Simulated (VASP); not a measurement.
# TeMo2 (I4_1/amd) in VASP: notebook

TeMo2 is run at these levels: PBE; tasks: single point.

Program: VASP 6.6.1. These are calculated values, not measurements. Logs are shortened: lines on timing, memory, paths and dates and some standing lists are left out, and cuts for length are marked.

## 1. The cell of the first run

It takes space group I4_1/amd (No. 141, tetragonal). Conventional cell: a = 5.202 Å, b = 5.202 Å, c = 8.820 Å, α = 90.00°, β = 90.00°, γ = 90.00°. Within 3.7 Å of Te (site symmetry -4m2) lie 6 Mo at 2.78 to 3.19 Å and 4 Te at 3.41 Å. Mo (site symmetry 2mm) has 3 Mo at 2.43 to 2.61 Å and 3 Te at 2.78 to 3.19 Å within 3.2 Å.

## 2. Single point, PBE

INCAR reads:

```
SYSTEM = TeMo2
  PREC = Accurate
  ENCUT = 520
  EDIFF = 1E-7
  ISMEAR = 0
  SIGMA = 0.1
  LREAL = .FALSE.
  LASPH = .TRUE.
  NELM = 100
  ALGO = Fast
  ISIF = 2
  LWAVE = .FALSE.
  LCHARG = .FALSE.
  GGA = PE
  NBANDS = 43
```

KPOINTS reads:

```
regular mesh
0
G
  6 6 6
  0 0 0
```

POSCAR reads:

```
TeMo2
1.0
   -2.6012449185      2.6012449185      4.4100336058
    2.6012449185     -2.6012449185      4.4100336058
    2.6012449185      2.6012449185     -4.4100336058
Te Mo
2 4
Direct
    0.0000000000      0.0000000000      0.0000000000
    0.7500000000      0.2500000000      0.5000000000
    0.3622188956      0.3622188956      0.0000000000
    1.1122188956      0.6122188956      0.5000000000
    0.3877811044     -0.1122188956      0.5000000000
    0.6377811044      0.6377811044      0.0000000000
```

Potentials or basis: VASP PAW PBE potentials, release 64 (Te, Mo_sv).

Launch:

```
$ cat potpaw_PBE.64/Te/POTCAR potpaw_PBE.64/Mo_sv/POTCAR > POTCAR
$ mpirun -np 1 vasp_std > vasp.out
```

OUTCAR:

```text
SYSTEM = TeMo2
   PREC = Accurate
   ENCUT = 520
   EDIFF = 1E-7
   ISMEAR = 0
   LREAL = .FALSE.
   LASPH = .TRUE.
   NELM = 100
   ISIF = 2
   GGA = PE

 ion  position               nearest neighbor table
   1  0.000  0.000  0.000-   4 2.78   5 2.78   4 2.78   5 2.78   3 3.19   6 3.19   2 3.41   2 3.41
                             2 3.41   2 3.41
   2  0.750  0.250  0.500-   3 2.78   6 2.78   3 2.78   6 2.78   5 3.19   4 3.19   1 3.41   1 3.41
                             1 3.41   1 3.41
   3  0.362  0.362  0.000-   6 2.43   5 2.61   5 2.61   2 2.78   2 2.78   1 3.19   4 3.41   4 3.41
                             4 3.41   4 3.41
   4  0.112  0.612  0.500-   5 2.43   6 2.61   6 2.61   1 2.78   1 2.78   2 3.19   3 3.41   3 3.41
                             3 3.41   3 3.41
   5  0.388  0.888  0.500-   4 2.43   3 2.61   3 2.61   1 2.78   1 2.78   2 3.19   6 3.41   6 3.41
                             6 3.41   6 3.41
   6  0.638  0.638  0.000-   3 2.43   4 2.61   4 2.61   2 2.78   2 2.78   1 3.19   5 3.41   5 3.41
                             5 3.41   5 3.41

  LATTYP: Found a body centered tetragonal cell.
 ALAT       =     5.2024898370
 C/A-ratio  =     1.6953550104

  Lattice vectors:

 A1 = (  -2.6012449185,   2.6012449185,   4.4100336058)
 A2 = (   2.6012449185,  -2.6012449185,   4.4100336058)
 A3 = (   2.6012449185,   2.6012449185,  -4.4100336058)

Analysis of symmetry for initial positions (statically):
=====================================================================
 Subroutine PRICEL returns:
 Original cell was already a primitive cell.

 Routine SETGRP: Setting up the symmetry group for a
 body centered tetragonal supercell.

 Subroutine GETGRP returns: Found 16 space group operations
 (whereof  8 operations were pure point group operations)
 out of a pool of 16 trial point group operations.

The static configuration has the point symmetry D_2d.
 The point group associated with its full space group is D_4h.

Analysis of symmetry for dynamics (positions and initial velocities):
=====================================================================
 Subroutine PRICEL returns:
 Original cell was already a primitive cell.

 Routine SETGRP: Setting up the symmetry group for a
 body centered tetragonal supercell.

 Subroutine GETGRP returns: Found 16 space group operations
 (whereof  8 operations were pure point group operations)
 out of a pool of 16 trial point group operations.

The dynamic configuration has the point symmetry D_2d.
 The point group associated with its full space group is D_4h.

 Subroutine INISYM returns: Found 16 space group operations
 (whereof  8 operations are pure point group operations),
 and found     1 'primitive' translations

----------------------------------------------------------------------------------------

                                     Primitive cell

  volume of cell :     119.3615

  direct lattice vectors                    reciprocal lattice vectors
    -2.601244918  2.601244918  4.410033606     0.000000000  0.192215657  0.113377821
     2.601244918 -2.601244918  4.410033606     0.192215657  0.000000000  0.113377821
     2.601244918  2.601244918 -4.410033606     0.192215657  0.192215657  0.000000000

  length of vectors
     5.742938852  5.742938852  5.742938852     0.223162248  0.223162248  0.271833988

  position of ions in fractional coordinates (direct lattice)
     0.000000000  0.000000000  0.000000000
     0.750000000  0.250000000  0.500000000
     0.362218896  0.362218896  0.000000000
     0.112218896  0.612218896  0.500000000
     0.387781104  0.887781104  0.500000000
     0.637781104  0.637781104  0.000000000

  ion indices of the primitive-cell ions
   primitive index   ion index
                 1           1
                 2           2
                 3           3
                 4           4
                 5           5
                 6           6

----------------------------------------------------------------------------------------

 KPOINTS: regular mesh

Automatic generation of k-mesh.
 Grid dimensions read from file:
 generate k-points for:    6    6    6

 Generating k-lattice:

  Cartesian coordinates                     Fractional coordinates (reciprocal lattice)
     0.000000000  0.032035943  0.018896303     0.166666667  0.000000000  0.000000000
     0.032035943  0.000000000  0.018896303     0.000000000  0.166666667  0.000000000
     0.032035943  0.032035943  0.000000000     0.000000000  0.000000000  0.166666667

  Length of vectors
     0.037193708  0.037193708  0.045305665

  Shift w.r.t. Gamma in fractional coordinates (k-lattice)
     0.000000000  0.000000000  0.000000000

 Subroutine IBZKPT returns following result:
 ===========================================

 Found     30 irreducible k-points:

 Following reciprocal coordinates:
            Coordinates               Weight
  0.000000  0.000000  0.000000      1.000000
  0.166667  0.000000  0.000000      8.000000
  0.333333 -0.000000  0.000000      8.000000
  0.500000  0.000000  0.000000      4.000000
  0.166667  0.166667  0.000000      8.000000
  0.333333  0.166667  0.000000     16.000000
[... 16 lines left out ...]
 -0.333333 -0.333333  0.166667      8.000000
 -0.166667 -0.333333  0.166667      8.000000
 [... further k-points ...]
   k-points           NKPTS =     30   k-points in BZ     NKDIM =     30   number of bands    NBANDS=     43
   number of dos      NEDOS =    301   number of ions     NIONS =      6
   total plane-waves  NPLWV = 110592
   dimension x,y,z NGX =    48 NGY =   48 NGZ =   48
   dimension x,y,z NGXF=    96 NGYF=   96 NGZF=   96
   ions per type =               2   4
   NGX,Y,Z   is equivalent  to a cutoff of  13.89, 13.89, 13.89 a.u.
   NGXF,Y,Z  is equivalent  to a cutoff of  27.79, 27.79, 27.79 a.u.
 SYSTEM =  TeMo2
   PREC   = accura    normal or accurate (medium, high low for compatibility)
   ISTART =      0    job   : 0-new  1-cont  2-samecut
   ICHARG =      2    charge: 1-file 2-atom 10-const
   ISPIN  =      1    spin polarized calculation?
   LNONCOLLINEAR =      F non collinear calculations
   LSORBIT =      F    spin-orbit coupling
   LASPH  =      T    aspherical Exc in radial PAW
   ENCUT  =  520.0 eV  38.22 Ry    6.18 a.u.  10.68 10.68 10.68*2*pi/ulx,y,z
   NELM   =    100;   NELMIN=  2; NELMDL= -5     # of ELM steps
   EDIFF  = 0.1E-06   stopping-criterion for ELM
   LREAL  =      F    real-space projection
   EDIFFG = 0.1E-05   stopping-criterion for IOM
   NSW    =      0    number of steps for IOM
   IBRION =     -1    ionic relax: 0-MD 1-quasi-New 2-CG
   NFREE  =      0    steps in history (QN), initial steepest desc. (CG)
   ISIF   =      2    stress and relaxation
   ISYM   =      2    0-nonsym 1-usesym 2-fastsym
   POTIM  = 0.5000    time-step for ionic-motion
   TEBEG  =    0.0;   TEEND  =   0.0 temperature during run
   PSTRESS=    0.0 pullay stress
   NELECT =      68.0000    total number of electrons
   NUPDOWN=      -1.0000    fix difference up-down
   EMIN   =  10.00;   EMAX   =-10.00  energy-range for DOS
   EFERMI =   0.00;   METHOD = LEGACY
   ISMEAR =     0;   SIGMA  =   0.10  broadening in eV -4-tet -1-fermi 0-gaus
   EFERMI_NEDOS =   21; number of points for ismear=-14 and -15
   IALGO  =     68    algorithm
   IMIX   =      4    mixing-type and parameters
     AMIX     =   0.40;   BMIX     =  1.00
     AMIX_MAG =   1.60;   BMIX_MAG =  1.00
  volume/ion in A,a.u.               =      19.89       134.25
  Fermi-wavevector in a.u.,A,eV,Ry     =   1.357135  2.564613 25.059415  1.841815
  Thomas-Fermi vector in A             =   2.484079
   LORBIT       =      0    0 simple, 1 ext, 2 COOP (PROOUT), +10 PAW based schemes
   GGA     = PE    functional components
   LHFCALC =     F    Hartree Fock is set to
   AEXX    =    0.0000 exact exchange contribution
   IVDW    =     0    specifies the selected vdW correction
   LEPSILON=     F    determine dielectric tensor
   LRPA    =     F    only Hartree local field effects (RPA)
 non-spin polarized calculation
 RMM-DIIS sequential band-by-band and
 Gauss-broadening in eV      SIGMA  =   0.10
  energy-cutoff  :      520.00
  volume of cell :      119.36
 maximum number of plane-waves:      3237
 NGX is ok and might be reduce to    48
   NGX = 21   NGY = 21   NGZ = 21

 number of electron      68.0000003 magnetization

 Free energy of the ion-electron system (eV)
  ---------------------------------------------------
  ext. energy  EPLUGINS =         0.00000000
  ---------------------------------------------------
  free energy    TOTEN  =       -46.83958735 eV

  energy without entropy =      -46.81964880  energy(sigma->0) =      -46.82961808

 E-fermi :  10.5414     XC(G=0): -11.8255

 val. band max:       10.5311578762   @ k =   0.1667   0.1667   0.1667
 cond. band min:      10.5454372119   @ k =   0.5000   0.5000   0.0000
 fundamental gap:      0.0142793357
 Fermi energy:        10.5413852164

 k-point     1 :       0.0000    0.0000    0.0000
  band No.  band energies     occupation
      1     -50.4707      2.00000
      2     -50.2760      2.00000
      3     -50.2660      2.00000
      4     -50.0971      2.00000
      5     -25.1434      2.00000
      6     -25.0571      2.00000
[... 35 lines left out ...]
     42      12.8577      0.00000
     43      13.0649      0.00000

 k-point     2 :       0.1667    0.0000    0.0000
  band No.  band energies     occupation
      1     -50.4627      2.00000
      2     -50.2976      2.00000
      3     -50.2459      2.00000
      4     -50.1040      2.00000
      5     -25.1373      2.00000
      6     -25.0581      2.00000
[... 35 lines left out ...]
     42      13.0251      0.00000
     43      13.3689      0.00000

 k-point     3 :       0.3333   -0.0000    0.0000
  band No.  band energies     occupation
      1     -50.4438      2.00000
      2     -50.3227      2.00000
      3     -50.2248      2.00000
      4     -50.1199      2.00000
      5     -25.1123      2.00000
      6     -25.0602      2.00000
[... 919 lines left out ...]
      6     -25.0009      2.00000
[... 35 lines left out ...]
     42      13.0183      0.00000
     43      13.4912      0.00000

 k-point    24 :      -0.1667   -0.3333    0.1667
  band No.  band energies     occupation
      1     -50.4490      2.00000
      2     -50.3426      2.00000
      3     -50.2041      2.00000
      4     -50.1147      2.00000
      5     -25.1118      2.00000
      6     -25.0619      2.00000
[... 35 lines left out ...]
     42      13.1404      0.00000
     43      13.1897      0.00000

 [... further k-points ...]

------------------------ aborting loop because EDIFF is reached ----------------------------------------

  FORCE on cell =-STRESS in cart. coord.  units (eV):
  Direction    XX          YY          ZZ          XY          YZ          ZX
  --------------------------------------------------------------------------------------
  -------------------------------------------------------------------------------------
  Total        0.2243556      0.2243556      0.2690914      0.0000000      0.0000000      0.0000000
  in kB        3.0115016      3.0115016      3.6119853      0.0000000      0.0000000      0.0000000
  external PRESSURE =       3.2116628 kB  Pullay stress =       0.0000000 kB

 VOLUME and BASIS-vectors are now :
 -----------------------------------------------------------------------------
  energy-cutoff  :      520.00
  volume of cell :      119.36
      direct lattice vectors                 reciprocal lattice vectors
    -2.601244918  2.601244918  4.410033606     0.000000000  0.192215657  0.113377821
     2.601244918 -2.601244918  4.410033606     0.192215657  0.000000000  0.113377821
     2.601244918  2.601244918 -4.410033606     0.192215657  0.192215657  0.000000000

 POSITION                                       TOTAL-FORCE (eV/Angst)
 -----------------------------------------------------------------------------------
      0.00000      0.00000      0.00000        -0.000000     -0.000000      0.000000
      0.00000      2.60124      2.20502        -0.000000     -0.000000      0.000000
      0.00000      0.00000      3.19480         0.000000     -0.000000     -0.044730
      2.60124      0.00000      0.98978        -0.000000      0.000000     -0.044730
      2.60124      0.00000      3.42026        -0.000000      0.000000      0.044730
      0.00000      0.00000      5.62527         0.000000     -0.000000      0.044730
 -----------------------------------------------------------------------------------
    total drift:                               -0.000000     -0.000000      0.000000

  FREE ENERGIE OF THE ION-ELECTRON SYSTEM (eV)
  ---------------------------------------------------
  free  energy   TOTEN  =       -46.8395873516 eV

  energy  without entropy=      -46.8196488041  energy(sigma->0) =      -46.82961808
```

Wall time 4.2 min (1 thread of Intel Xeon Platinum 8488C (Sapphire Rapids), shared host); peak memory 0.38 GiB.

Results:

```
Free energy            : -46.8396 eV
Pressure               : 0.3 GPa
Largest force          : 0.045 eV/Å
Band gap on the k mesh : zero (bands 34 and 35 overlap by 0.99 eV)
```

Forces on the atoms (eV/Å):
```
Te   0.000  0.000  0.000
Te   0.000  0.000  0.000
Mo   0.000  0.000 -0.045
Mo   0.000  0.000 -0.045
Mo   0.000  0.000  0.045
Mo   0.000  0.000  0.045
```

Caveat: spin-orbit coupling is left out, which moves the levels of the heavy elements.

(Continued in part 2 of 2.)

The gap in the log of VASP goes by the Fermi energy; the results here count the filled bands.